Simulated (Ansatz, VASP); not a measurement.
One calculation of Ga3Se, two programs

Contents of INCAR:

```
SYSTEM = Ga3Se
PREC = Accurate
ENCUT = 520
EDIFF = 1E-7
ISMEAR = 0
SIGMA = 0.15
LREAL = .FALSE.
LASPH = .TRUE.
NELM = 80
ALGO = Normal
ISIF = 2
LWAVE = .FALSE.
LCHARG = .FALSE.
GGA = PS
IVDW = 12
NBANDS = 30
```

The input KPOINTS:

```
Automatic mesh
0
G
  12 12 12
  0 0 0
```

POSCAR

```
Ga3Se
1.0
    4.2249181734      0.1109041021      0.0000000000
    0.1109041021      4.2249181734      0.0000000000
    0.0000000000      0.0000000000      4.2249181734
Ga Se
3 1
Direct
    0.0000000000      0.5000000000      0.5000000000
    0.5000000000      0.0000000000      0.5000000000
    0.5000000000      0.5000000000      0.0000000000
    0.0000000000      0.0000000000      0.0000000000
```

Input for Ansatz:

```yaml
crystal:
  lattice:
    - [4.2249181734, 0.1109041021, 0.0]
    - [0.1109041021, 4.2249181734, 0.0]
    - [0.0, 0.0, 4.2249181734]
  atoms:
    - { symbol: Ga, position: [0.0, 0.5, 0.5] }
    - { symbol: Ga, position: [0.5, 0.0, 0.5] }
    - { symbol: Ga, position: [0.5, 0.5, 0.0] }
    - { symbol: Se, position: [0.0, 0.0, 0.0] }
basis:
  ecutwfc: 420
kpoints:
  mp_grid: { grid: [12, 12, 12] }
hamiltonian:
  xc: pbesol
  dispersion: d3bj
scf:
  occupations: { method: gaussian, width: 0.15 }
output:
  forces: true
  stress: true
  eigenvalues: true
```

Change from the starting cell: strain +0.0525 x Voigt [0, 0, 0, 0, 0, 1], atoms carried along.

Alike in both runs: task single point; functional PBEsol; dispersion D3(BJ); k mesh 12 × 12 × 12; occupations gaussian, width 0.15 eV; no spin polarisation.

|  | VASP | Ansatz |
| --- | --- | --- |
| version | VASP 6.6.1 | Ansatz 0.2.0 |
| potentials or method | VASP PAW PBE potentials, release 64 (Ga_d, Se), cutoff 520 eV | scalar-relativistic, plane waves, PAW |
| valence electrons in the cell | 45 | 55 |

|  | VASP | Ansatz | Ansatz less VASP |
| --- | --- | --- | --- |
| gap on the k mesh at the Fermi level (eV) | none | none | - |
| pressure (GPa) | 0.3 | 0.1 | -0.14 |
| traceless stress, the component that is largest in VASP (GPa) | -0.53 | -0.53 | +0.004 |

VASP's potentials were made for PBE, not for PBEsol. A gap of «none» marks a metal or a gap that the smearing closes. VASP's potentials hold 45 valence electrons a cell and Ansatz's 55, so a difference there can come from the potentials and not from the codes.
